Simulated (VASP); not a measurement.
Here is a VASP 6.6.1 calculation.

Contents of INCAR:

```
SYSTEM = W
ALGO = Normal
DIPOL = 0.5 0.5 0.500
EDIFF = 1E-6
ENCUT = 520
GGA = CA
IDIPOL = 3
ISIF = 2
ISMEAR = -1
LASPH = .TRUE.
LCHARG = .FALSE.
LDIPOL = .TRUE.
LREAL = .FALSE.
LWAVE = .FALSE.
NBANDS = 51
NELM = 60
PREC = Accurate
SIGMA = 0.08
```

File KPOINTS:

```
k-points
0
G
  13 13 1
  0 0 0
```

Contents of POSCAR:

```
W
1.0
    3.1348320013      0.0000000000      0.0000000000
    0.0000000000      3.1348320013      0.0000000000
    0.0000000000      0.0000000000     23.8371000000
W
6
Direct
    0.2500000000      0.2500000000      0.3422583402
    0.7500000000      0.7500000000      0.4001772363
    0.2500000000      0.2500000000      0.4680108095
    0.7500000000      0.7500000000      0.5319891948
    0.2500000000      0.2500000000      0.5998227613
    0.7500000000      0.7500000000      0.6577416580
```

Potentials or basis: VASP PAW LDA potentials, release 64 (W_sv).

Launch:

```console
$ cat potpaw_LDA.64/W_sv/POTCAR > POTCAR
$ mpirun -np 1 vasp_std > vasp.out
```

(1) Estimate the largest force.

(2) Estimate the band gap on the k mesh.

## Answers

(1) 0.145 eV/Å.

(2) zero (bands 42 and 43 overlap by 2.09 eV).

Caveat: spin-orbit coupling is left out, which moves the levels of the heavy elements.
